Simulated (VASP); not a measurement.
Write the native input for VASP 6.6.1 that does the following.

| Item | Value |
| --- | --- |
| Task | electric field gradients |
| Functional | PBE |
| Potentials or basis | VASP PAW PBE potentials, release 64 (C, O) |
| Cutoff | 520 eV |
| k mesh | 3 × 3 × 3 |
| Occupations | gaussian, width 0.01 eV |
| Spin | no spin polarisation |
| Dipole correction | no |
| Further INCAR settings | LREAL = Auto; ALGO = Normal; EDIFF = 1e-08; NBANDS = 82 |

The structure of CO2 lies in POSCAR:

```
CO2
1.0
    0.0000000000      5.4970732800      5.4970732800
    5.4970732800      0.0000000000      5.4970732800
    5.4970732800      5.4970732800      0.0000000000
C O
8 16
Direct
    0.0000000000      0.0000000000      0.0000000000
    0.5000000000      0.5000000000      0.5000000000
    0.0000000000      0.5000000000      0.0000000000
    0.5000000000      0.0000000000      0.5000000000
    0.0000000000      0.0000000000      0.5000000000
    0.5000000000      0.5000000000      0.0000000000
    0.5000000000      0.0000000000      0.0000000000
    0.0000000000      0.5000000000      0.5000000000
    0.0612684900      0.0612684900      0.0612684900
    0.5612684900      0.5612684900      0.5612684900
    0.5612684900      0.0612684900      0.3161945300
    0.0612684900      0.5612684900      0.8161945300
    0.3161945300      0.5612684900      0.0612684900
    0.8161945300      0.0612684900      0.5612684900
    0.0612684900      0.3161945300      0.5612684900
    0.5612684900      0.8161945300      0.0612684900
    0.4387315100      0.4387315100      0.4387315100
    0.9387315100      0.9387315100      0.9387315100
    0.9387315100      0.4387315100      0.1838054700
    0.4387315100      0.9387315100      0.6838054700
    0.1838054700      0.9387315100      0.4387315100
    0.6838054700      0.4387315100      0.9387315100
    0.4387315100      0.1838054700      0.9387315100
    0.9387315100      0.6838054700      0.4387315100
```

These files were run (other wordings do the same):

INCAR

```
SYSTEM = CO2
ALGO = Normal ; EDIFF = 1E-8
ENCUT = 520 ; GGA = PE
ISIF = 2 ; ISMEAR = 0
LASPH = .TRUE. ; LCHARG = .FALSE.
LEFG = .TRUE. ; LREAL = Auto
LWAVE = .FALSE. ; NBANDS = 82
NELM = 80 ; PREC = Accurate
SIGMA = 0.01
```

KPOINTS

```
k-points
0
G
  3 3 3
  0 0 0
```

Potentials or basis: VASP PAW PBE potentials, release 64 (C, O).

Command:

```bash
$ cat potpaw_PBE.64/C/POTCAR potpaw_PBE.64/O/POTCAR > POTCAR
$ mpirun -np 1 vasp_std > vasp.out
```

Results of the run:

```yaml
Pressure: 4.2 GPa
Largest_force: 0.755 eV/Å
Band_gap_on_the_k_mesh: 6.85 eV
```

Caveat: without QUAD_EFG the Cq values of the log hold for a quadrupole moment of 1 mb, not for the nuclei.

It took 2.5 min on 1 thread of Intel(R) Xeon(R) 6975P-C (Granite Rapids), on a shared host, peak memory 0.5 GiB.
